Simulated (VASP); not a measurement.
# Sn (P-1) in VASP: single point with PBEsol

Aim: the single point of Sn with PBEsol.

Everything below comes from runs of VASP 6.6.1. Logs are shortened: lines on timing, memory, paths and dates and some standing lists are left out, and cuts for length are marked.

### Step 1. The cell of the first run

The typed cell holds 2 atoms: a = 4.647 Å, b = 4.580 Å, c = 4.695 Å, α = 62.44°, β = 59.51°, γ = 56.86°.

### Step 2. Single point, PBEsol (atoms moved at random and the cell strained at random)

The input, INCAR:

```
SYSTEM = Sn
  ALGO = Fast
  EDIFF = 1E-6
  ENCUT = 520
  GGA = PS
  ISIF = 2
  ISMEAR = 0
  LASPH = .TRUE.
  LCHARG = .TRUE.
  LELF = .TRUE.
  LREAL = .FALSE.
  LVHAR = .TRUE.
  LWAVE = .FALSE.
  NBANDS = 21
  NELM = 60
  PREC = Accurate
  SIGMA = 0.15
```

The input, KPOINTS:

```
k-points
0
G
  10 10 10
  0 0 0
```

The input, POSCAR:

```
Sn
1.0
    0.0876039628      3.2417115343      3.3280829434
    3.1053023067      0.0498829364      3.3658039698
    3.2310483523      3.4051786063     -0.0758631091
Sn
2
Direct
    0.5032964869      0.4620039549      0.4879919448
    0.7467035131      0.7879960451      0.7620080552
```

Potentials or basis: VASP PAW PBE potentials, release 64 (Sn_d).

The run is started by

```sh
> cat potpaw_PBE.64/Sn_d/POTCAR > POTCAR
> mpirun -np 1 vasp_std > vasp.out
```

OUTCAR:

```text
SYSTEM = Sn
   EDIFF = 1E-6
   ENCUT = 520
   GGA = PS
   ISIF = 2
   ISMEAR = 0
   LASPH = .TRUE.
   LREAL = .FALSE.
   NELM = 60
   PREC = Accurate

 ion  position               nearest neighbor table
   1  0.503  0.462  0.488-   2 2.54   2 2.77   2 2.89   2 3.20
   2  0.747  0.788  0.762-   1 2.54   1 2.77   1 2.89   1 3.20

  Warning from LATTYP: Got some problem with cell dimensions!
  Tried to take original basis but could not verify dimensions!
  LATTYP: Found a triclinic cell.
 ALAT       =     4.5797409410
 B/A-ratio  =     2.4416300300
 C/A-ratio  =     2.6981165214
 COS(alpha) =     0.0088511744
 COS(beta)  =     0.5870033676
 COS(gamma) =     0.8072271890

  Lattice vectors:

 A1 = (  -3.1053023067,  -0.0498829364,  -3.3658039698)
 A2 = (  -5.9972546050,   6.4972413314,  -6.8451920751)
 A3 = (  -3.4062562779,  -9.8886016749,  -6.5803027777)

Analysis of symmetry for initial positions (statically):
=====================================================================
 Subroutine PRICEL returns:
 Original cell was already a primitive cell.

 Routine SETGRP: Setting up the symmetry group for a
 triclinic supercell.

 Subroutine GETGRP returns: Found  2 space group operations
 (whereof  1 operations were pure point group operations)
 out of a pool of  2 trial point group operations.

The static configuration has the point symmetry C_1 .
 The point group associated with its full space group is S_2 .

Analysis of symmetry for dynamics (positions and initial velocities):
=====================================================================
 Subroutine PRICEL returns:
 Original cell was already a primitive cell.

 Routine SETGRP: Setting up the symmetry group for a
 triclinic supercell.

 Subroutine GETGRP returns: Found  2 space group operations
 (whereof  1 operations were pure point group operations)
 out of a pool of  2 trial point group operations.

The dynamic configuration has the point symmetry C_1 .
 The point group associated with its full space group is S_2 .

 Subroutine INISYM returns: Found  2 space group operations
 (whereof  1 operations are pure point group operations),
 and found     1 'primitive' translations

----------------------------------------------------------------------------------------

                                     Primitive cell

  volume of cell :      69.6683

  direct lattice vectors                    reciprocal lattice vectors
     0.087603963  3.241711534  3.328082943    -0.164564847  0.159479394  0.149464527
     3.105302307  0.049882936  3.365803970     0.166196798 -0.154443953  0.146061037
     3.231048352  3.405178606 -0.075863109     0.154230200  0.144109306 -0.144429086

  length of vectors
     4.646773526  4.579740941  4.694749195     0.273596255  0.269829829  0.255762014

  position of ions in fractional coordinates (direct lattice)
     0.503296487  0.462003955  0.487991945
     0.746703513  0.787996045  0.762008055

  ion indices of the primitive-cell ions
   primitive index   ion index
                 1           1
                 2           2

----------------------------------------------------------------------------------------

 KPOINTS: k-points

Automatic generation of k-mesh.
 Grid dimensions read from file:
 generate k-points for:   10   10   10

 Generating k-lattice:

  Cartesian coordinates                     Fractional coordinates (reciprocal lattice)
    -0.016456485  0.015947939  0.014946453     0.100000000  0.000000000  0.000000000
     0.016619680 -0.015444395  0.014606104     0.000000000  0.100000000 -0.000000000
     0.015423020  0.014410931 -0.014442909     0.000000000  0.000000000  0.100000000

  Length of vectors
     0.027359625  0.026982983  0.025576201

  Shift w.r.t. Gamma in fractional coordinates (k-lattice)
     0.000000000  0.000000000  0.000000000

 Subroutine IBZKPT returns following result:
 ===========================================

 Found    504 irreducible k-points:

 Following reciprocal coordinates:
            Coordinates               Weight
  0.000000  0.000000  0.000000      1.000000
  0.100000 -0.000000 -0.000000      2.000000
  0.200000 -0.000000 -0.000000      2.000000
  0.300000 -0.000000 -0.000000      2.000000
  0.400000 -0.000000 -0.000000      2.000000
  0.500000 -0.000000 -0.000000      1.000000
[... 16 lines left out ...]
 -0.400000  0.200000  0.000000      2.000000
 -0.300000  0.200000  0.000000      2.000000
 [... further k-points ...]
   k-points           NKPTS =    504   k-points in BZ     NKDIM =    504   number of bands    NBANDS=     21
   number of dos      NEDOS =    301   number of ions     NIONS =      2
   total plane-waves  NPLWV =  46656
   dimension x,y,z NGX =    36 NGY =   36 NGZ =   36
   dimension x,y,z NGXF=    72 NGYF=   72 NGZF=   72
   ions per type =               2
   NGX,Y,Z   is equivalent  to a cutoff of  12.88, 13.07, 12.75 a.u.
   NGXF,Y,Z  is equivalent  to a cutoff of  25.76, 26.14, 25.50 a.u.
 SYSTEM =  Sn
   PREC   = accura    normal or accurate (medium, high low for compatibility)
   ISTART =      0    job   : 0-new  1-cont  2-samecut
   ICHARG =      2    charge: 1-file 2-atom 10-const
   ISPIN  =      1    spin polarized calculation?
   LNONCOLLINEAR =      F non collinear calculations
   LSORBIT =      F    spin-orbit coupling
   LASPH  =      T    aspherical Exc in radial PAW
   ENCUT  =  520.0 eV  38.22 Ry    6.18 a.u.   8.64  8.52  8.73*2*pi/ulx,y,z
   NELM   =     60;   NELMIN=  2; NELMDL= -5     # of ELM steps
   EDIFF  = 0.1E-05   stopping-criterion for ELM
   LREAL  =      F    real-space projection
   EDIFFG = 0.1E-04   stopping-criterion for IOM
   NSW    =      0    number of steps for IOM
   IBRION =     -1    ionic relax: 0-MD 1-quasi-New 2-CG
   NFREE  =      0    steps in history (QN), initial steepest desc. (CG)
   ISIF   =      2    stress and relaxation
   ISYM   =      2    0-nonsym 1-usesym 2-fastsym
   POTIM  = 0.5000    time-step for ionic-motion
   TEBEG  =    0.0;   TEEND  =   0.0 temperature during run
   PSTRESS=    0.0 pullay stress
   NELECT =      28.0000    total number of electrons
   NUPDOWN=      -1.0000    fix difference up-down
   EMIN   =  10.00;   EMAX   =-10.00  energy-range for DOS
   EFERMI =   0.00;   METHOD = LEGACY
   ISMEAR =     0;   SIGMA  =   0.15  broadening in eV -4-tet -1-fermi 0-gaus
   EFERMI_NEDOS =   21; number of points for ismear=-14 and -15
   IALGO  =     68    algorithm
   IMIX   =      4    mixing-type and parameters
     AMIX     =   0.40;   BMIX     =  1.00
     AMIX_MAG =   1.60;   BMIX_MAG =  1.00
  volume/ion in A,a.u.               =      34.83       235.07
  Fermi-wavevector in a.u.,A,eV,Ry     =   1.208136  2.283046 19.858964  1.459593
  Thomas-Fermi vector in A             =   2.343753
   LORBIT       =      0    0 simple, 1 ext, 2 COOP (PROOUT), +10 PAW based schemes
   GGA     = PS    functional components
   LHFCALC =     F    Hartree Fock is set to
   AEXX    =    0.0000 exact exchange contribution
   IVDW    =     0    specifies the selected vdW correction
   LEPSILON=     F    determine dielectric tensor
   LRPA    =     F    only Hartree local field effects (RPA)
 non-spin polarized calculation
 RMM-DIIS sequential band-by-band and
 Gauss-broadening in eV      SIGMA  =   0.15
  energy-cutoff  :      520.00
  volume of cell :       69.67
 maximum number of plane-waves:      1900
   NGX = 17   NGY = 17   NGZ = 17

 number of electron      28.0000001 magnetization

 Free energy of the ion-electron system (eV)
  ---------------------------------------------------
  ext. energy  EPLUGINS =         0.00000000
  ---------------------------------------------------
  free energy    TOTEN  =        -7.85915486 eV

  energy without entropy =       -7.85400620  energy(sigma->0) =       -7.85658053

 E-fermi :   5.3252     XC(G=0):  -9.0029

 val. band max:        5.3215961154   @ k =   0.5000   0.4000   0.5000
 cond. band min:       5.3267497218   @ k =   0.3000  -0.0000  -0.0000
 fundamental gap:      0.0051536064
 Fermi energy:         5.3252381110

 k-point     1 :       0.0000    0.0000    0.0000
  band No.  band energies     occupation
      1     -16.6405      2.00000
      2     -16.3956      2.00000
      3     -16.3727      2.00000
      4     -16.3463      2.00000
      5     -16.2845      2.00000
      6     -16.1394      2.00000
[... 13 lines left out ...]
     20      12.6809      0.00000
     21      12.7544      0.00000

 k-point     2 :       0.1000   -0.0000   -0.0000
  band No.  band energies     occupation
      1     -16.6428      2.00000
      2     -16.3975      2.00000
      3     -16.3750      2.00000
      4     -16.3346      2.00000
      5     -16.2858      2.00000
      6     -16.1364      2.00000
[... 13 lines left out ...]
     20      12.0851      0.00000
     21      12.4746      0.00000

 k-point     3 :       0.2000   -0.0000   -0.0000
  band No.  band energies     occupation
      1     -16.6470      2.00000
      2     -16.4043      2.00000
      3     -16.3771      2.00000
      4     -16.3090      2.00000
      5     -16.2898      2.00000
      6     -16.1290      2.00000
[... 13 lines left out ...]
     20      11.6492      0.00000
     21      12.6597      0.00000

 k-point     4 :       0.3000   -0.0000   -0.0000
  band No.  band energies     occupation
      1     -16.6486      2.00000
      2     -16.4174      2.00000
      3     -16.3732      2.00000
      4     -16.3089      2.00000
      5     -16.2700      2.00000
      6     -16.1305      2.00000
[... 13 lines left out ...]
     20      12.0254      0.00000
     21      12.6132      0.00000

 k-point     5 :       0.4000   -0.0000   -0.0000
  band No.  band energies     occupation
      1     -16.6473      2.00000
      2     -16.4314      2.00000
      3     -16.3627      2.00000
      4     -16.3256      2.00000
      5     -16.2434      2.00000
      6     -16.1457      2.00000
[... 13 lines left out ...]
     20      13.0834      0.00000
     21      13.5444      0.00000

 k-point     6 :       0.5000   -0.0000   -0.0000
  band No.  band energies     occupation
      1     -16.6460      2.00000
      2     -16.4375      2.00000
      3     -16.3514      2.00000
      4     -16.3394      2.00000
      5     -16.2320      2.00000
      6     -16.1540      2.00000
[... 13 lines left out ...]
     20      13.9194      0.00000
     21      13.9615      0.00000

 k-point     7 :       0.0000    0.1000   -0.0000
  band No.  band energies     occupation
      1     -16.6467      2.00000
      2     -16.4146      2.00000
      3     -16.3836      2.00000
      4     -16.3333      2.00000
      5     -16.2622      2.00000
      6     -16.1456      2.00000
[... 13 lines left out ...]
     20      12.0840      0.00000
     21      12.4063      0.00000
[... 291 lines left out ...]
      1     -16.6625      2.00000
      2     -16.4063      2.00000
      3     -16.3780      2.00000
      4     -16.3469      2.00000
      5     -16.2681      2.00000
      6     -16.1171      2.00000
[... 13 lines left out ...]
     20      13.2019      0.00000
     21      13.7532      0.00000

 k-point    21 :       0.4000    0.2000   -0.0000
  band No.  band energies     occupation
      1     -16.6689      2.00000
      2     -16.4126      2.00000
      3     -16.3574      2.00000
      4     -16.3458      2.00000
      5     -16.2635      2.00000
      6     -16.1156      2.00000
[... 13 lines left out ...]
     20      13.3724      0.00000
     21      14.4794      0.00000

 k-point    22 :       0.5000    0.2000   -0.0000
  band No.  band energies     occupation
      1     -16.6718      2.00000
      2     -16.4286      2.00000
      3     -16.3701      2.00000
      4     -16.3187      2.00000
      5     -16.2434      2.00000
      6     -16.1369      2.00000
[... 13 lines left out ...]
     20      13.5920      0.00000
     21      14.4978      0.00000

 k-point    23 :      -0.4000    0.2000    0.0000
  band No.  band energies     occupation
      1     -16.6684      2.00000
      2     -16.4495      2.00000
      3     -16.3873      2.00000
      4     -16.2977      2.00000
      5     -16.2194      2.00000
      6     -16.1621      2.00000
[... 13 lines left out ...]
     20      12.9274      0.00000
     21      13.5152      0.00000

 k-point    24 :      -0.3000    0.2000    0.0000
  band No.  band energies     occupation
      1     -16.6620      2.00000
      2     -16.4677      2.00000
      3     -16.4017      2.00000
      4     -16.2824      2.00000
      5     -16.2026      2.00000
      6     -16.1815      2.00000
[... 13 lines left out ...]
     20      12.8905      0.00000
     21      14.6182      0.00000

 [... further k-points ...]

------------------------ aborting loop because EDIFF is reached ----------------------------------------

  FORCE on cell =-STRESS in cart. coord.  units (eV):
  Direction    XX          YY          ZZ          XY          YZ          ZX
  --------------------------------------------------------------------------------------
  -------------------------------------------------------------------------------------
  Total        0.9061476      1.8612775      0.6665941     -3.1624391     -2.2279068      0.8352867
  in kB       20.8388862     42.8042310     15.3298183    -72.7273453    -51.2356905     19.2092813
  external PRESSURE =      26.3243118 kB  Pullay stress =       0.0000000 kB

 VOLUME and BASIS-vectors are now :
 -----------------------------------------------------------------------------
  energy-cutoff  :      520.00
  volume of cell :       69.67
      direct lattice vectors                 reciprocal lattice vectors
     0.087603963  3.241711534  3.328082943    -0.164564847  0.159479394  0.149464527
     3.105302307  0.049882936  3.365803970     0.166196798 -0.154443953  0.146061037
     3.231048352  3.405178606 -0.075863109     0.154230200  0.144109306 -0.144429086

 POSITION                                       TOTAL-FORCE (eV/Angst)
 -----------------------------------------------------------------------------------
      3.05548      3.31629      3.19301         1.636226     -1.034624      2.167848
      4.97446      5.05468      5.07952        -1.636226      1.034624     -2.167848
 -----------------------------------------------------------------------------------
    total drift:                               -0.000000      0.000000      0.000000

  FREE ENERGIE OF THE ION-ELECTRON SYSTEM (eV)
  ---------------------------------------------------
  free  energy   TOTEN  =        -7.8591548602 eV

  energy  without entropy=       -7.8540061976  energy(sigma->0) =       -7.85658053
```

Wall time 4.5 min (1 thread of Intel Xeon 6975P-C (Granite Rapids), shared host); peak memory 0.65 GiB.

What came out:

```yaml
Free_energy: -7.8592 eV
Pressure: 2.6 GPa
Largest_force: 2.906 eV/Å
Band_gap_on_the_k_mesh: zero (bands 14 and 15 overlap by 1.32 eV)
```

Forces in eV/Å, atoms in the order of the input:
```
Sn   1.636 -1.035  2.168
Sn  -1.636  1.035 -2.168
```

Caveat: the cell differs from its parent crystal (atoms moved at random and the cell strained at random); the PAW data sets were made with another functional, which shifts forces and pressure a little; spin-orbit coupling is left out, which moves the levels of the heavy elements.
